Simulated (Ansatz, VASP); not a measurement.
Two plane-wave programs on BN

```
B N
1.0
     0.00000    0.00000    4.33766
     2.50768    3.33948    2.16883
    -2.50768    3.33948    2.16883
B N
4 4
Direct
  0.49243 0.75000 0.25000
  0.50011 0.25000 0.75000
  0.00011 0.50000 0.50000
  0.00011 0.00000 0.00000
  0.16659 0.75000 0.25000
  0.16659 0.25000 0.75000
  0.66659 0.50000 0.50000
  0.66659 0.00000 0.00000
```

Alike in both runs: task single point; functional PBE; dispersion D3(BJ); k mesh 6 × 6 × 6; occupations gaussian, width 0.05 eV; no spin polarisation.

```csv
,VASP,Ansatz
version,VASP 6.6.1,Ansatz 0.2.0
potentials or method,"VASP PAW PBE potentials, release 64 (B, N), cutoff 520 eV","scalar-relativistic, plane waves, PAW"
valence electrons in the cell,32,32
```

|  | VASP | Ansatz | Ansatz less VASP |
| --- | --- | --- | --- |
| gap on the k mesh at the Fermi level (eV) | 3.54 | 3.55 | +0.008 |
| least direct gap on the mesh (eV) | 3.82 | 3.83 | +0.006 |
| pressure (GPa) | 0.2 | 0.1 | -0.08 |
| traceless stress, the component that is largest in VASP (GPa) | 1.12 | 1.03 | -0.096 |
| rms of the force components (eV/Å) | 0.404 | 0.404 | +0.0006 |

Atom by atom the forces differ by 0.001 eV/Å (rms over components).
